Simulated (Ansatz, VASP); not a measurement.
# One calculation of Mg, two programs

```
CELL_PARAMETERS angstrom
-1.46659 1.46659 1.46659
1.46659 -1.46659 1.46659
1.46659 1.46659 -1.46659
ATOMIC_POSITIONS crystal
Mg 0.00000 0.00000 0.00000
```

Change from the starting cell: volume scaled by 0.98.

Alike in both runs: task single point; functional PBE; k mesh 19 × 19 × 19; occupations fermi-dirac, width 0.03 eV; no spin polarisation.

|  | VASP | Ansatz |
| --- | --- | --- |
| version | VASP 6.6.1 | Ansatz 0.2.0 |
| potentials or method | VASP PAW PBE potentials, release 64 (Mg), cutoff 520 eV | all-electron LAPW, scalar-relativistic |

|  | VASP | Ansatz | Ansatz less VASP |
| --- | --- | --- | --- |
| pressure (GPa) | 68.3 | 67.3 | -1.02 |

Both programs put the cell under a high pressure, so it lies far from rest at this level. Ansatz ran all-electron here, and VASP with PAW potentials.

Noted on VASP's run: the cell as given lies far from equilibrium.
